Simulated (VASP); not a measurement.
Write the native input for VASP 6.6.1 that does the following.

| Quantity | Value |
| --- | --- |
| Task | single point |
| Functional | LDA |
| Potentials or basis | VASP PAW LDA potentials, release 64 (C) |
| Cutoff | 520 eV |
| k mesh | 13 × 13 × 13 |
| Occupations | fermi-dirac, width 0.05 eV |
| Spin | no spin polarisation |
| Dipole correction | no |
| Further INCAR settings | ALGO = Normal; EDIFF = 1e-06; NBANDS = 11 |

The structure of C lies in POSCAR:

```
C
1.0
    0.0000000000      1.8338720384      1.8338720384
    1.8338720384      0.0000000000      1.8338720384
    1.8338720384      1.8338720384      0.0000000000
C
2
Direct
    0.5000000000      0.5000000000      0.5000000000
    0.7500000000      0.7500000000      0.7500000000
```

This cell differs from its parent crystal: volume scaled by 1.12.

The input as run:

INCAR

```
ALGO = Normal ; EDIFF = 1E-6
ENCUT = 520 ; ISIF = 2
ISMEAR = -1 ; LASPH = True
LCHARG = False ; LREAL = False
LWAVE = False ; NBANDS = 11
NELM = 100 ; PREC = Accurate
SIGMA = 0.05
```

KPOINTS

```
k-points
0
Gamma
  13 13 13
```

Potentials or basis: VASP PAW LDA potentials, release 64 (C).

Launch:

```bash
$ cat potpaw_LDA.64/C/POTCAR > POTCAR
$ mpirun -np 1 vasp_std > vasp.out
```

It gave:

The pressure is -41.9 GPa and the band gap on the k mesh is 3.91 eV, indirect (least direct gap 5.31 eV).

It took 8.4 s on 1 thread of AMD EPYC 7R43 64-Core Processor (Zen 3), with other jobs on the host, peak memory 0.08 GiB.
